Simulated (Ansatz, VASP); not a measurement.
## CaRu3: VASP beside Ansatz

```
CELL_PARAMETERS angstrom
4.01824 0.00000 0.00000
0.00000 4.01824 0.00000
0.00000 0.00000 4.01824
ATOMIC_POSITIONS crystal
Ca 0.00000 0.00000 0.00000
Ru 0.00000 0.50000 0.50000
Ru 0.50000 0.00000 0.50000
Ru 0.50000 0.50000 0.00000
```

Alike in both runs: functional PBE; k mesh 12 × 12 × 12; occupations gaussian, width 0.1 eV; no spin polarisation.

Ansatz relaxed the structure, and its values are those at the end. VASP's run is a single point on that final structure, the one shown.

```csv
,VASP,Ansatz
version,VASP 6.6.1,Ansatz 0.2.0
potentials or method,"VASP PAW PBE potentials, release 64 (Ca_sv, Ru_pv), cutoff 520 eV","scalar-relativistic, plane waves, PAW"
valence electrons in the cell,52,58
```

```tsv
	VASP	Ansatz	Ansatz less VASP
gap on the k mesh at the Fermi level (eV)	none	none	-
pressure (GPa)	0.2	0.0	-0.25
```

A gap of «none» marks a metal or a gap that the smearing closes. VASP's potentials hold 52 valence electrons a cell and Ansatz's 58, so a difference there can come from the potentials and not from the codes.
